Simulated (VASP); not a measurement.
SiC:

```xyz
4
Lattice="3.0755 0.0000 0.0000 -1.5378 2.6635 0.0000 0.0000 0.0000 5.0474" Properties=species:S:1:pos:R:3 pbc="T T T"
Si    0.0000    1.7757    0.0231
Si    1.5378    0.8878    2.5468
C     0.0000    1.7757    1.9202
C     1.5378    0.8878    4.4439
```

Base run:

- Program: VASP 6.6.1
- Functional: r2SCAN
- Potentials or basis: VASP PAW PBE potentials, release 64 (Si, C)
- Cutoff: 520 eV
- k mesh: 8 × 8 × 6
- Occupations: gaussian, width 0.05 eV
- Spin: no spin polarisation

Its results: band gap on the k mesh 2.92 eV, indirect (least direct gap 4.48 eV); pressure -0.2 GPa.

Task: The run is repeated on the same cell with these changes: functional from r2SCAN to PBEsol; further incar settings from ALGO = Normal; EDIFF = 1e-07; NBANDS = 16 to ALGO = Normal; EDIFF = 1e-06; NBANDS = 16; ISYM = 0. What comes out?

Result: Band gap on the k mesh 2.37 eV, indirect (least direct gap 3.85 eV); pressure 0.4 GPa.

Caveats: the PAW data sets were made with another functional, which shifts forces and pressure a little.

A k mesh can miss the band edges.
